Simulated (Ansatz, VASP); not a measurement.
La in VASP and in Ansatz

```
La
1.0
     3.78717    0.00000    0.00000
    -1.89358    3.27978    0.00000
     0.00000    0.00000   12.06209
La
4
Cartesian
  3.7872 0.0000 0.0000
  3.7872 0.0000 6.0310
  0.0000 2.1865 9.0466
  1.8936 1.0933 3.0155
```

Alike in both runs: task single point; functional r2SCAN; k mesh 10 × 10 × 3; no spin polarisation.

```csv
,VASP,Ansatz
version,VASP 6.6.1,Ansatz 0.2.0
potentials or method,"VASP PAW PBE potentials, release 64 (La), cutoff 520 eV","plane waves (500 eV) with PAW, scalar-relativistic"
occupations,"methfessel-paxton of order 1, width 0.01 eV","cold, width 0.01 eV"
valence electrons in the cell,44,44
```

```tsv
	VASP	Ansatz	Ansatz less VASP
pressure (GPa)	0.1	0.0	-0.05
traceless stress, the component that is largest in VASP (GPa)	-0.16	-0.17	-0.007
```

VASP's potentials were made for PBE, not for r2SCAN.

Neither program's run includes spin-orbit coupling.
